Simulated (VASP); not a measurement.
Here is a VASP 6.6.1 calculation.

File POSCAR:

```
BiTe
1.0
    2.4227077728      1.3987509848      3.3172919545
   -2.4227077728      1.3987509848      3.3172919545
    0.0000000000     -2.7975019696      3.3172919545
Bi Te
1 1
Direct
    0.5000000000      0.5000000000      0.5000000000
    0.0000000000      0.0000000000      0.0000000000
```

The input INCAR.step1:

```
PREC = Accurate ; ENCUT = 520
EDIFF = 1E-5 ; ISMEAR = -1
SIGMA = 0.05 ; LREAL = False
LASPH = True ; NELM = 100
ALGO = Normal ; ISIF = 2
LWAVE = True ; GGA = PE
NBANDS = 18
```

The input INCAR.step2:

```
PREC = Accurate ; ENCUT = 520
EDIFF = 1E-7 ; ISMEAR = -1
SIGMA = 0.05 ; LREAL = False
LASPH = True ; NELM = 100
ALGO = Normal ; ISIF = 2
LWAVE = False ; LCHARG = True
GGA = PE ; LHFCALC = True
AEXX = 0.25 ; HFSCREEN = 0.2
PRECFOCK = Normal ; LELF = True
LVHAR = True ; ISTART = 1
NBANDS = 18
```

KPOINTS

```
Automatic mesh
0
Gamma
  4 4 4
```

Potentials or basis: VASP PAW PBE potentials, release 64 (Bi_d, Te).

The run is started by

```console
$ cat potpaw_PBE.64/Bi_d/POTCAR potpaw_PBE.64/Te/POTCAR > POTCAR
$ cp INCAR.step1 INCAR
$ mpirun -np 1 vasp_std > vasp.out
$ cp INCAR.step2 INCAR
$ mpirun -np 1 vasp_std > vasp.out
```

Task: Predict the band gap on the k mesh.

Result: Zero (an odd number of electrons rules out a gap without spin polarisation).

Task: Predict the pressure.

Result: -2.0 GPa.

Stress tensor (GPa, compression positive):
```
-2.19  0.00  0.00
 0.00 -2.19  0.00
 0.00  0.00 -1.59
```

Caveat: the k points lie up to 0.41 Å⁻¹ apart, too coarse for converged energies and pressures of a metal; the PAW data sets were made with another functional, which shifts forces and pressure a little; spin-orbit coupling is left out, which moves the levels of the heavy elements; an odd number of electrons without spin polarisation forces a metal; a magnetic or distorted state may lie lower.
